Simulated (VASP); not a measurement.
Here is a VASP 6.6.1 calculation.

INCAR

```
SYSTEM = SiC5
ALGO = Normal ; EDIFF = 1E-7
ENCUT = 520 ; GGA = PE
ISIF = 2 ; ISMEAR = 0
LASPH = .TRUE. ; LCHARG = .FALSE.
LREAL = .FALSE. ; LWAVE = .FALSE.
NBANDS = 21 ; NELM = 60
PREC = Accurate ; SIGMA = 0.02
```

Contents of KPOINTS:

```
k-points
0
G
  12 12 4
  0 0 0
```

Contents of POSCAR:

```
SiC5
1.0
    2.7310381313      0.0000000000      0.0000000000
   -1.3655190657      2.3651484004      0.0000000000
    0.0000000000      0.0000000000      6.7788990833
Si C
1 5
Direct
    0.0000000000      0.0000000000      0.9939158084
    0.3333333333      0.6666666667      0.3506156508
    0.3333333333      0.6666666667      0.5769936805
    0.0000000000      0.0000000000      0.2755952825
    0.6666666667      0.3333333333      0.6533742752
    0.6666666667      0.3333333333      0.8795053026
```

Potentials or basis: VASP PAW PBE potentials, release 64 (Si, C).

Launch:

```bash
$ cat potpaw_PBE.64/Si/POTCAR potpaw_PBE.64/C/POTCAR > POTCAR
$ mpirun -np 1 vasp_std > vasp.out
```

**Question.** What does it give for the band gap on the k mesh?

**Answer.** 1.22 eV, indirect (least direct gap 3.26 eV).

**Question.** What does it give for the largest force?

**Answer.** 0.048 eV/Å.

**Question.** Estimate the pressure.

**Answer.** 0.1 GPa.

Forces on the atoms (eV/Å):
```
Si   0.000  0.000 -0.014
C    0.000  0.000 -0.023
C    0.000  0.000  0.023
C    0.000  0.000 -0.020
C    0.000  0.000 -0.015
C    0.000  0.000  0.048
```

A k mesh can miss the band edges.
